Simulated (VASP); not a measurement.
Input of a VASP 6.6.1 run:

File INCAR:

```
PREC = Accurate
ENCUT = 520
EDIFF = 1E-7
ISMEAR = 0
SIGMA = 0.05
LREAL = F
LASPH = T
NELM = 80
ALGO = Normal
ISIF = 2
LWAVE = F
LCHARG = F
NBANDS = 64
```

The input KPOINTS:

```
regular mesh
0
Gamma
  6 6 6
```

Contents of POSCAR:

```
SnO2
1.0
    3.1706121984      1.8305538062      4.4276542479
   -3.1706121984      1.8305538062      4.4276542479
    0.0000000000     -3.6611076124      4.4276542480
Sn O
4 8
Direct
    0.8645353782      0.8645353782      0.8645353782
    0.3648691645      0.3648691645      0.8648751974
    0.3648691645      0.8648751974      0.3648691645
    0.8648751974      0.3648691645      0.3648691645
    0.1199116729      0.6196051221      0.6196051221
    0.6196051221      0.1199116729      0.6196051221
    0.6196051221      0.6196051221      0.1199116729
    0.6099370359      0.6099370359      0.6099370359
    0.1198492242      0.1198492242      0.1198492242
    0.1096932183      0.1096932183      0.6100024814
    0.1096932183      0.6100024814      0.1096932183
    0.6100024814      0.1096932183      0.1096932183
```

Potentials or basis: VASP PAW LDA potentials, release 64 (Sn_d, O).

Run with:

```sh
$ cat potpaw_LDA.64/Sn_d/POTCAR potpaw_LDA.64/O/POTCAR > POTCAR
$ mpirun -np 1 vasp_std > vasp.out
```

**Question.** What does it give for the pressure?

**Answer.** -3.2 GPa.

**Question.** Estimate the band gap on the k mesh.

**Answer.** 1.78 eV.

Stress tensor (GPa, compression positive):
```
-1.25  0.00  0.00
 0.00 -1.25  0.00
 0.00  0.00 -7.23
```

Caveat: the stress differs along the axes, from -7 to -1 GPa; spin-orbit coupling is left out, which moves the levels of the heavy elements.
